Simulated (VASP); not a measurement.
HfC:

```xyz
2
Lattice="0.0000 2.3250 2.3250 2.3250 0.0000 2.3250 2.3250 2.3250 0.0000" Properties=species:S:1:pos:R:3 pbc="T T T"
Hf    2.3250    2.3250    2.3250
C     0.0000    0.0000    0.0000
```

Base run:

```yaml
Program: VASP 6.6.1
Functional: PBE
Potentials_or_basis: VASP PAW PBE potentials, release 64 (Hf_pv, C)
Cutoff: 520 eV
k_mesh: 7 × 7 × 7
Occupations: methfessel-paxton, width 0.05 eV
Spin: no spin polarisation
```

Its results: band gap on the k mesh zero (band 7 reaches 6.96 eV, above the bottom of band 8 at 5.54 eV); pressure -0.3 GPa.

**Question.** The run is repeated on the same cell with these changes: k mesh from 7 × 7 × 7 to 5 × 5 × 5. What comes out?

**Answer.** Band gap on the k mesh zero (band 7 reaches 7.00 eV, above the bottom of band 8 at 5.77 eV); pressure 0.3 GPa.

Caveats: some runs use coarse meshes; spin-orbit coupling is left out, which moves the levels of the heavy elements.
